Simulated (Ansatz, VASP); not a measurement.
# Two plane-wave programs on Zr

```
Zr
1.0
     3.23923    0.00000    0.00000
    -1.61962    2.80526    0.00000
     0.00000    0.00000    5.17222
Zr
2
Direct
  0.33333 0.66667 0.25000
  0.66667 0.33333 0.75000
```

Alike in both runs: task single point; functional PBE; dispersion D3(BJ); k mesh 6 × 6 × 4; occupations gaussian, width 0.1 eV; no spin polarisation.

```csv
,VASP,Ansatz
version,VASP 6.6.1,Ansatz 0.2.0
potentials or method,"VASP PAW PBE potentials, release 64 (Zr_sv), cutoff 520 eV","scalar-relativistic, plane waves, PAW"
valence electrons in the cell,24,24
```

```tsv
	VASP	Ansatz	Ansatz less VASP
gap on the k mesh at the Fermi level (eV)	none	none	-
pressure (GPa)	-4.3	-4.3	-0.04
traceless stress, the component that is largest in VASP (GPa)	0.43	0.43	-0.001
```

A gap of «none» marks a metal or a gap that the smearing closes.

The k mesh is coarse, so the values compare programs but aren't converged.
